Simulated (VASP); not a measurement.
Here is a VASP 6.6.1 calculation.

File INCAR:

```
PREC = Accurate ; ENCUT = 600
EDIFF = 1E-6 ; ISMEAR = 0
SIGMA = 0.1 ; LREAL = F
LASPH = T ; NELM = 60
ALGO = Normal ; ISIF = 3
LWAVE = F ; LCHARG = F
GGA = PE ; IBRION = 2
NSW = 90 ; EDIFFG = -0.04
```

Contents of KPOINTS:

```
Automatic mesh
0
Gamma
  4 4 4
```

Contents of POSCAR:

```
Ca2SnF6
1.0
    0.0000000000      3.9709719500      3.9709719500
    3.9709719500      0.0000000000      3.9709719500
    3.9709719500      3.9709719500      0.0000000000
Ca Sn F
2 1 6
Direct
    0.2500000000      0.2500000000      0.2500000000
    0.7500000000      0.7500000000      0.7500000000
    0.0000000000      0.0000000000      0.0000000000
    0.7500000000      0.2500000000      0.2500000000
    0.2500000000      0.7500000000      0.7500000000
    0.2500000000      0.7500000000      0.2500000000
    0.7500000000      0.2500000000      0.7500000000
    0.2500000000      0.2500000000      0.7500000000
    0.7500000000      0.7500000000      0.2500000000
```

Potentials or basis: VASP PAW PBE potentials, release 64 (Ca_sv, Sn_d, F).

Run with:

```sh
$ cat potpaw_PBE.64/Ca_sv/POTCAR potpaw_PBE.64/Sn_d/POTCAR potpaw_PBE.64/F/POTCAR > POTCAR
$ mpirun -np 1 vasp_std > vasp.out
```

(1) What does it give for the relaxed cell?

(2) Estimate the relaxed volume.

## Answers

(1) a = 5.846 Å, b = 5.846 Å, c = 5.846 Å, α = 60.00°, β = 60.00°, γ = 60.00°.

(2) 15.69 Å³/atom.
